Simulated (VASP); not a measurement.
# BP (CsCl type) (Pm-3m) in VASP: further runs

BP (CsCl type) is run at these levels: PBE; tasks: single point.

Program: VASP 6.6.1. These are calculated values, not measurements. Logs are shortened: lines on timing, memory, paths and dates and some standing lists are left out, and cuts for length are marked.

### 1 The cell of the first run

The structure is cubic, space group Pm-3m (No. 221). Conventional cell: a = 2.340 Å, b = 2.340 Å, c = 2.340 Å, α = 90.00°, β = 90.00°, γ = 90.00°. B (site symmetry m-3m) has 8 P at 2.03 Å and 6 B at 2.34 Å within 2.7 Å. P (site symmetry m-3m) has 8 B at 2.03 Å and 6 P at 2.34 Å within 2.7 Å.

### 2 Single point, PBE (volume scaled by 0.64)

INCAR

```
PREC = Accurate
ENCUT = 520
EDIFF = 1E-6
ISMEAR = -1
SIGMA = 0.1
LREAL = False
LASPH = True
NELM = 80
ALGO = Normal
ISIF = 2
LWAVE = False
LCHARG = False
GGA = PE
NBANDS = 11
```

KPOINTS

```
Automatic mesh
0
Gamma
  15 15 15
```

POSCAR

```
BP
1.0
    2.3404976170      0.0000000000      0.0000000000
    0.0000000000      2.3404976170      0.0000000000
    0.0000000000      0.0000000000      2.3404976170
B P
1 1
Direct
    0.0000000000      0.0000000000      0.0000000000
    0.5000000000      0.5000000000      0.5000000000
```

Potentials or basis: VASP PAW PBE potentials, release 64 (B, P).

Command:

```sh
$ cat potpaw_PBE.64/B/POTCAR potpaw_PBE.64/P/POTCAR > POTCAR
$ mpirun -np 1 vasp_std > vasp.out
```

OUTCAR:

```text
PREC = Accurate
   ENCUT = 520
   EDIFF = 1E-6
   ISMEAR = -1
   LREAL = False
   LASPH = True
   NELM = 80
   ISIF = 2
   GGA = PE

 ion  position               nearest neighbor table
   1  0.000  0.000  0.000-   2 2.03   2 2.03   2 2.03   2 2.03   2 2.03   2 2.03   2 2.03   2 2.03

   2  0.500  0.500  0.500-   1 2.03   1 2.03   1 2.03   1 2.03   1 2.03   1 2.03   1 2.03   1 2.03

  LATTYP: Found a simple cubic cell.
 ALAT       =     2.3404976170

  Lattice vectors:

 A1 = (   2.3404976170,   0.0000000000,   0.0000000000)
 A2 = (   0.0000000000,   2.3404976170,   0.0000000000)
 A3 = (   0.0000000000,   0.0000000000,   2.3404976170)

Analysis of symmetry for initial positions (statically):
=====================================================================
 Subroutine PRICEL returns:
 Original cell was already a primitive cell.

 Routine SETGRP: Setting up the symmetry group for a
 simple cubic supercell.

 Subroutine GETGRP returns: Found 48 space group operations
 (whereof 48 operations were pure point group operations)
 out of a pool of 48 trial point group operations.

The static configuration has the point symmetry O_h .

Analysis of symmetry for dynamics (positions and initial velocities):
=====================================================================
 Subroutine PRICEL returns:
 Original cell was already a primitive cell.

 Routine SETGRP: Setting up the symmetry group for a
 simple cubic supercell.

 Subroutine GETGRP returns: Found 48 space group operations
 (whereof 48 operations were pure point group operations)
 out of a pool of 48 trial point group operations.

The dynamic configuration has the point symmetry O_h .

 Subroutine INISYM returns: Found 48 space group operations
 (whereof 48 operations are pure point group operations),
 and found     1 'primitive' translations

----------------------------------------------------------------------------------------

                                     Primitive cell

  volume of cell :      12.8211

  direct lattice vectors                    reciprocal lattice vectors
     2.340497617  0.000000000  0.000000000     0.427259568  0.000000000  0.000000000
     0.000000000  2.340497617  0.000000000     0.000000000  0.427259568  0.000000000
     0.000000000  0.000000000  2.340497617     0.000000000  0.000000000  0.427259568

  length of vectors
     2.340497617  2.340497617  2.340497617     0.427259568  0.427259568  0.427259568

  position of ions in fractional coordinates (direct lattice)
     0.000000000  0.000000000  0.000000000
     0.500000000  0.500000000  0.500000000

  ion indices of the primitive-cell ions
   primitive index   ion index
                 1           1
                 2           2

----------------------------------------------------------------------------------------

 KPOINTS: Automatic mesh

Automatic generation of k-mesh.
 Grid dimensions read from file:
 generate k-points for:   15   15   15

 Generating k-lattice:

  Cartesian coordinates                     Fractional coordinates (reciprocal lattice)
     0.028483971  0.000000000  0.000000000     0.066666667  0.000000000  0.000000000
     0.000000000  0.028483971  0.000000000     0.000000000  0.066666667  0.000000000
     0.000000000  0.000000000  0.028483971     0.000000000  0.000000000  0.066666667

  Length of vectors
     0.028483971  0.028483971  0.028483971

  Shift w.r.t. Gamma in fractional coordinates (k-lattice)
     0.000000000  0.000000000  0.000000000

 Subroutine IBZKPT returns following result:
 ===========================================

 Found    120 irreducible k-points:

 Following reciprocal coordinates:
            Coordinates               Weight
  0.000000  0.000000  0.000000      1.000000
  0.066667  0.000000  0.000000      6.000000
  0.133333  0.000000  0.000000      6.000000
  0.200000  0.000000  0.000000      6.000000
  0.266667  0.000000  0.000000      6.000000
  0.333333  0.000000  0.000000      6.000000
[... 16 lines left out ...]
  0.266667  0.200000  0.000000     24.000000
  0.333333  0.200000  0.000000     24.000000
 [... further k-points ...]
   k-points           NKPTS =    120   k-points in BZ     NKDIM =    120   number of bands    NBANDS=     11
   number of dos      NEDOS =    301   number of ions     NIONS =      2
   total plane-waves  NPLWV =   5832
   dimension x,y,z NGX =    18 NGY =   18 NGZ =   18
   dimension x,y,z NGXF=    36 NGYF=   36 NGZF=   36
   ions per type =               1   1
   NGX,Y,Z   is equivalent  to a cutoff of  12.79, 12.79, 12.79 a.u.
   NGXF,Y,Z  is equivalent  to a cutoff of  25.57, 25.57, 25.57 a.u.
 SYSTEM =  unknown system
   PREC   = accura    normal or accurate (medium, high low for compatibility)
   ISTART =      0    job   : 0-new  1-cont  2-samecut
   ICHARG =      2    charge: 1-file 2-atom 10-const
   ISPIN  =      1    spin polarized calculation?
   LNONCOLLINEAR =      F non collinear calculations
   LSORBIT =      F    spin-orbit coupling
   LASPH  =      T    aspherical Exc in radial PAW
   ENCUT  =  520.0 eV  38.22 Ry    6.18 a.u.   4.35  4.35  4.35*2*pi/ulx,y,z
   NELM   =     80;   NELMIN=  2; NELMDL= -5     # of ELM steps
   EDIFF  = 0.1E-05   stopping-criterion for ELM
   LREAL  =      F    real-space projection
   EDIFFG = 0.1E-04   stopping-criterion for IOM
   NSW    =      0    number of steps for IOM
   IBRION =     -1    ionic relax: 0-MD 1-quasi-New 2-CG
   NFREE  =      0    steps in history (QN), initial steepest desc. (CG)
   ISIF   =      2    stress and relaxation
   ISYM   =      2    0-nonsym 1-usesym 2-fastsym
   POTIM  = 0.5000    time-step for ionic-motion
   TEBEG  =    0.0;   TEEND  =   0.0 temperature during run
   PSTRESS=    0.0 pullay stress
   NELECT =       8.0000    total number of electrons
   NUPDOWN=      -1.0000    fix difference up-down
   EMIN   =  10.00;   EMAX   =-10.00  energy-range for DOS
   EFERMI =   0.00;   METHOD = LEGACY
   ISMEAR =    -1;   SIGMA  =   0.10  broadening in eV -4-tet -1-fermi 0-gaus
   EFERMI_NEDOS =   21; number of points for ismear=-14 and -15
   IALGO  =     38    algorithm
   IMIX   =      4    mixing-type and parameters
     AMIX     =   0.40;   BMIX     =  1.00
     AMIX_MAG =   1.60;   BMIX_MAG =  1.00
  volume/ion in A,a.u.               =       6.41        43.26
  Fermi-wavevector in a.u.,A,eV,Ry     =   1.398932  2.643598 26.626750  1.957011
  Thomas-Fermi vector in A             =   2.522041
   LORBIT       =      0    0 simple, 1 ext, 2 COOP (PROOUT), +10 PAW based schemes
   GGA     = PE    functional components
   LHFCALC =     F    Hartree Fock is set to
   AEXX    =    0.0000 exact exchange contribution
   IVDW    =     0    specifies the selected vdW correction
   LEPSILON=     F    determine dielectric tensor
   LRPA    =     F    only Hartree local field effects (RPA)
 non-spin polarized calculation
  energy-cutoff  :      520.00
  volume of cell :       12.82
 maximum number of plane-waves:       356
 NGX is ok and might be reduce to    18
   NGX =  9   NGY =  9   NGZ =  9

 number of electron       8.0000003 magnetization

 Free energy of the ion-electron system (eV)
  ---------------------------------------------------
  ext. energy  EPLUGINS =         0.00000000
  ---------------------------------------------------
  free energy    TOTEN  =        -7.03796565 eV

  energy without entropy =       -7.01987542  energy(sigma->0) =       -7.02892053

 E-fermi :  17.3628     XC(G=0): -14.1186

 val. band max:       17.3580689221   @ k =   0.4667   0.3333   0.2667
 cond. band min:      17.3956408658   @ k =   0.2667   0.0667   0.0000
 fundamental gap:      0.0375719437
 Fermi energy:        17.3628400618

 k-point     1 :       0.0000    0.0000    0.0000
  band No.  band energies     occupation
      1      -5.5154      2.00000
      2      15.6868      2.00000
      3      15.6868      2.00000
      4      15.6868      2.00000
      5      20.0155      0.00000
      6      20.0155      0.00000
      7      26.2031      0.00000
      8      34.7909      0.00000
      9      34.7909      0.00000
     10      34.7909      0.00000
     11      39.3721      0.00000

 k-point     2 :       0.0667    0.0000    0.0000
  band No.  band energies     occupation
      1      -5.4080      2.00000
      2      14.3400      2.00000
      3      15.7885      2.00000
      4      15.7885      2.00000
      5      20.1243      0.00000
      6      21.3346      0.00000
      7      26.4192      0.00000
      8      34.0768      0.00000
      9      34.0768      0.00000
     10      34.5835      0.00000
     11      39.4777      0.00000

 k-point     3 :       0.1333    0.0000    0.0000
  band No.  band energies     occupation
      1      -5.0862      2.00000
      2      12.0028      2.00000
      3      16.0931      1.99999
      4      16.0931      1.99999
      5      20.4486      0.00000
      6      23.3669      0.00000
      7      27.2491      0.00000
      8      32.4183      0.00000
      9      32.4183      0.00000
     10      34.0791      0.00000
     11      39.7383      0.00000

 k-point     4 :       0.2000    0.0000    0.0000
  band No.  band energies     occupation
      1      -4.5518      2.00000
      2       9.6066      2.00000
      3      16.5972      1.99905
      4      16.5972      1.99905
      5      20.9795      0.00000
      6      24.7386      0.00000
      7      28.9116      0.00000
      8      30.4161      0.00000
      9      30.4161      0.00000
     10      33.6443      0.00000
     11      38.5459      0.00000
[... 239 lines left out ...]
 k-point    22 :       0.2000    0.2000    0.0000
  band No.  band energies     occupation
      1      -3.5878      2.00000
      2       9.6163      2.00000
      3      11.7080      2.00000
      4      17.5104      0.37204
      5      23.4155      0.00000
      6      24.8036      0.00000
      7      29.0807      0.00000
      8      29.8796      0.00000
      9      30.9206      0.00000
     10      33.8835      0.00000
     11      34.6767      0.00000

 k-point    23 :       0.2667    0.2000    0.0000
  band No.  band energies     occupation
      1      -2.8441      2.00000
      2       7.9925      2.00000
      3      11.8022      2.00000
      4      18.2078      0.00043
      5      22.1211      0.00000
      6      24.6858      0.00000
      7      28.6938      0.00000
      8      29.9947      0.00000
      9      31.9448      0.00000
     10      34.3038      0.00000
     11      34.8815      0.00000

 k-point    24 :       0.3333    0.2000    0.0000
  band No.  band energies     occupation
      1      -1.8984      2.00000
      2       6.0147      2.00000
      3      12.6115      2.00000
      4      19.0775      0.00000
      5      20.1642      0.00000
      6      25.3403      0.00000
      7      27.0851      0.00000
      8      30.1416      0.00000
      9      32.2668      0.00000
     10      34.7398      0.00000
     11      36.9168      0.00000

 [... further k-points ...]
[... 5 lines left out ...]
  --------------------------------------------------------------------------------------
  -------------------------------------------------------------------------------------
  Total       11.5023281     11.5023281     11.5023281      0.0000000     -0.0000000      0.0000000
  in kB     1437.3804142   1437.3804142   1437.3804142      0.0000000     -0.0000000      0.0000000
  external PRESSURE =    1437.3804142 kB  Pullay stress =       0.0000000 kB

 VOLUME and BASIS-vectors are now :
 -----------------------------------------------------------------------------
  energy-cutoff  :      520.00
  volume of cell :       12.82
      direct lattice vectors                 reciprocal lattice vectors
     2.340497617  0.000000000  0.000000000     0.427259568  0.000000000  0.000000000
     0.000000000  2.340497617  0.000000000     0.000000000  0.427259568  0.000000000
     0.000000000  0.000000000  2.340497617     0.000000000  0.000000000  0.427259568

 POSITION                                       TOTAL-FORCE (eV/Angst)
 -----------------------------------------------------------------------------------
      0.00000      0.00000      0.00000         0.000000      0.000000      0.000000
      1.17025      1.17025      1.17025         0.000000      0.000000      0.000000
 -----------------------------------------------------------------------------------
    total drift:                               -0.000000      0.000000      0.000000

  FREE ENERGIE OF THE ION-ELECTRON SYSTEM (eV)
  ---------------------------------------------------
  free  energy   TOTEN  =        -7.0379656483 eV

  energy  without entropy=       -7.0198754194  energy(sigma->0) =       -7.02892053
```

Run time: 5.1 s. Hardware: 1 thread of Intel Xeon 6975P-C (Granite Rapids), shared host; peak memory 0.12 GiB.

Results:

```yaml
Free_energy: -7.0380 eV
Pressure: 143.7 GPa
Band_gap_on_the_k_mesh: zero (band 4 reaches 20.13 eV, above the bottom of band 5 at 12.45 eV)
```

Levels at points of the mesh, in eV from the Fermi level:
| k point | band 2 | band 3 | band 4 | band 5 | band 6 | band 7 |
| --- | --- | --- | --- | --- | --- | --- |
| (0.00, 0.00, 0.00) | -1.68 | -1.68 | -1.68 | 2.65 | 2.65 | 8.84 |

(Part 1 of 2 ends here.)
